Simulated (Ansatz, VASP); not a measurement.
# Sn4P in VASP and in Ansatz

File INCAR:

```
SYSTEM = Sn4P
ALGO = Normal
EDIFF = 1E-7
EDIFFG = -0.01
ENCUT = 600
GGA = PE
IBRION = 2
ISIF = 3
ISMEAR = 0
LASPH = .True.
LCHARG = .False.
LREAL = .False.
LWAVE = .False.
NELM = 100
NSW = 100
PREC = Accurate
SIGMA = 0.1
```

The input KPOINTS:

```
k-points
0
Gamma
  8 8 8
  0 0 0
```

POSCAR

```
Sn4P
1.0
    5.6120196233      0.0000000000      0.0000000000
    0.0000000000      5.6120196233      0.0000000000
    0.0000000000      0.0000000000      5.6120196233
Sn P
4 1
Direct
    0.5000000000      0.5000000000      0.5000000000
    0.0000000000      0.5000000000      0.5000000000
    0.5000000000      0.0000000000      0.5000000000
    0.5000000000      0.5000000000      0.0000000000
    0.0000000000      0.0000000000      0.0000000000
```

Input for Ansatz:

```yaml
crystal:
  lattice:
    - [5.6120196233, 0.0, 0.0]
    - [0.0, 5.6120196233, 0.0]
    - [0.0, 0.0, 5.6120196233]
  atoms:
    - { symbol: Sn, position: [0.5, 0.5, 0.5] }
    - { symbol: Sn, position: [0.0, 0.5, 0.5] }
    - { symbol: Sn, position: [0.5, 0.0, 0.5] }
    - { symbol: Sn, position: [0.5, 0.5, 0.0] }
    - { symbol: P, position: [0.0, 0.0, 0.0] }
basis:
  ecutwfc: 420
kpoints:
  mp_grid: { grid: [8, 8, 8] }
hamiltonian:
  xc: pbe
scf:
  occupations: { method: gaussian, width: 0.1 }
output:
  forces: true
  stress: true
  eigenvalues: true
  write_density: true
  write_potential: true
  elf: true
  volumetric_format: npy
relax:
  adjacent_minimum: "off"
  f_tol: 0.01
  max_steps: 80
  cell: { stress_tol: 0.05 }
```

Change from the starting cell: species swapped into the Mn4N type (Pm-3m, No. 221).

Alike in both runs: task relaxation of cell and atoms; functional PBE; k mesh 8 × 8 × 8; occupations gaussian, width 0.1 eV; no spin polarisation.

|  | VASP | Ansatz |
| --- | --- | --- |
| version | VASP 6.6.1 | Ansatz 0.2.0 |
| potentials or method | VASP PAW PBE potentials, release 64 (Sn_d, P), cutoff 600 eV | scalar-relativistic, plane waves, PAW |
| valence electrons in the cell | 61 | 61 |

VASP gave:

| Quantity | Value |
| --- | --- |
| gap on the k mesh at the Fermi level, each at its own relaxed structure (eV) | none |
| relaxed volume (Å³/atom) | 35.48 |
| relaxed cell length with the largest relative difference (Å) | 5.619 |

Q: Which values does Ansatz return?

A: gap on the k mesh at the Fermi level, each at its own relaxed structure (eV): none; relaxed volume (Å³/atom): 35.47; relaxed cell length with the largest relative difference (Å): 5.618.

A gap of «none» marks a metal or a gap that the smearing closes.
